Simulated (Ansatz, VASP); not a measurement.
## One calculation of Sn, two programs

```
Sn
1.0
     2.61359    0.00000    0.00000
    -1.30680    2.26344    0.00000
     0.00000    0.00000    4.12556
Sn
2
Cartesian
  0.0000 1.5090 1.0314
  1.3068 0.7545 3.0942
```

Alike in both runs: task relaxation of cell and atoms; functional r2SCAN; k mesh 12 × 12 × 6; occupations gaussian, width 0.1 eV; no spin polarisation.

|  | VASP | Ansatz |
| --- | --- | --- |
| version | VASP 6.6.1 | Ansatz 0.2.0 |
| potentials or method | VASP PAW PBE potentials, release 64 (Sn_d), cutoff 600 eV | scalar-relativistic, plane waves, PAW |
| valence electrons in the cell | 28 | 28 |

```csv
,VASP,Ansatz,Ansatz less VASP
"gap on the k mesh at the Fermi level, each at its own relaxed structure (eV)",none,none,-
relaxed volume (Å³/atom),26.83,26.92,+0.089
relaxed cell length with the largest relative difference (Å),3.378,3.386,+0.0078
```

VASP's potentials were made for PBE, not for r2SCAN. A gap of «none» marks a metal or a gap that the smearing closes.

Noted on VASP's run: the volume moved by over 15 % at a fixed basis, so the end points are rough.
